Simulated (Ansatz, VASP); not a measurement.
One calculation of In, two programs

```
In
1.0
     3.27149    0.00000    0.00000
    -1.63574    2.83319    0.00000
     0.00000    0.00000    5.32080
In
2
Cartesian
  0.0000 1.8888 1.3302
  1.6357 0.9444 3.9906
```

Alike in both runs: task single point; functional PBEsol; k mesh 12 × 12 × 7; occupations fermi-dirac, width 0.1 eV; no spin polarisation.

|  | VASP | Ansatz |
| --- | --- | --- |
| version | VASP 6.6.1 | Ansatz 0.2.0 |
| potentials or method | VASP PAW PBE potentials, release 64 (In_d), cutoff 520 eV | plane waves (420 eV) with PAW, scalar-relativistic |
| valence electrons in the cell | 26 | 26 |

```tsv
	VASP	Ansatz	Ansatz less VASP
pressure (GPa)	2.0	2.0	+0.05
traceless stress, the component that is largest in VASP (GPa)	-0.48	-0.48	0.000
```

VASP's potentials were made for PBE, not for PBEsol, and Ansatz warns of the same on its side. The functional is the same, so the differences come from potentials, cutoffs and numerics.
